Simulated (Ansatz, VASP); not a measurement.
## One calculation of CdS, two programs

```
CELL_PARAMETERS angstrom
0.00000 2.79360 3.02640
2.79360 0.00000 3.02640
2.79360 2.79360 0.00000
ATOMIC_POSITIONS crystal
Cd 0.00000 0.00000 0.00000
S 0.75000 0.75000 0.75000
```

Change from the starting cell: strain -0.040 along x and y, +0.040 along z, atoms carried along.

Alike in both runs: task single point; functional r2SCAN; k mesh 8 × 8 × 8; occupations gaussian, width 0.05 eV; no spin polarisation.

|  | VASP | Ansatz |
| --- | --- | --- |
| version | VASP 6.6.1 | Ansatz 0.2.0 |
| potentials or method | VASP PAW PBE potentials, release 64 (Cd, S), cutoff 520 eV | scalar-relativistic, plane waves, PAW |
| valence electrons in the cell | 18 | 26 |

|  | VASP | Ansatz | Ansatz less VASP |
| --- | --- | --- | --- |
| gap on the k mesh at the Fermi level (eV) | 1.60 | 1.60 | 0.000 |
| least direct gap on the mesh (eV) | 1.60 | 1.60 | 0.000 |
| pressure (GPa) | 5.3 | 4.9 | -0.42 |
| traceless stress, the component that is largest in VASP (GPa) | -0.89 | -0.92 | -0.023 |

VASP's potentials were made for PBE, not for r2SCAN. VASP's potentials hold 18 valence electrons a cell and Ansatz's 26, so a difference there can come from the potentials and not from the codes.
